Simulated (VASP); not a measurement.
Te2Mo:

```
CELL_PARAMETERS angstrom
3.51820 0.00000 0.00000
-1.75910 3.04685 0.00000
0.00000 0.00000 13.97360
ATOMIC_POSITIONS crystal
Te 0.33333 0.66667 0.62100
Te 0.66667 0.33333 0.12100
Te 0.33333 0.66667 0.87900
Te 0.66667 0.33333 0.37900
Mo 0.33333 0.66667 0.25000
Mo 0.66667 0.33333 0.75000
```

Base run:

* Program: VASP 6.6.1
* Functional: PBE
* Potentials or basis: VASP PAW PBE potentials, release 64 (Te, Mo_sv)
* Cutoff: 520 eV
* k mesh: 6 × 6 × 2
* Occupations: fermi-dirac, width 0.1 eV
* Spin: no spin polarisation

Its results: band gap on the k mesh 0.82 eV (least direct gap 1.04 eV); pressure 2.9 GPa; largest force 0.194 eV/Å.

Q: After a change of settings the same cell gave: band gap on the k mesh 1.00 eV; pressure 2.6 GPa; largest force 0.104 eV/Å. Which change was it?
A. k mesh from 6 × 6 × 2 to 9 × 9 × 2; further incar settings from ALGO = Normal; EDIFF = 1e-06; NBANDS = 35 to ALGO = Normal; EDIFF = 1e-07; NBANDS = 35
B. k mesh from 6 × 6 × 2 to 3 × 3 × 1
C. k mesh from 6 × 6 × 2 to 7 × 7 × 2; further incar settings from ALGO = Normal; EDIFF = 1e-06; NBANDS = 35 to ALGO = Normal; EDIFF = 1e-07; NBANDS = 35
D. k mesh from 6 × 6 × 2 to 5 × 5 × 1

A: B.

Caveats: some runs use coarse meshes; spin-orbit coupling is left out, which moves the levels of the heavy elements; this functional lacks dispersion, which binds layers or chains, so the pressure and a relaxed spacing across them are unreliable.
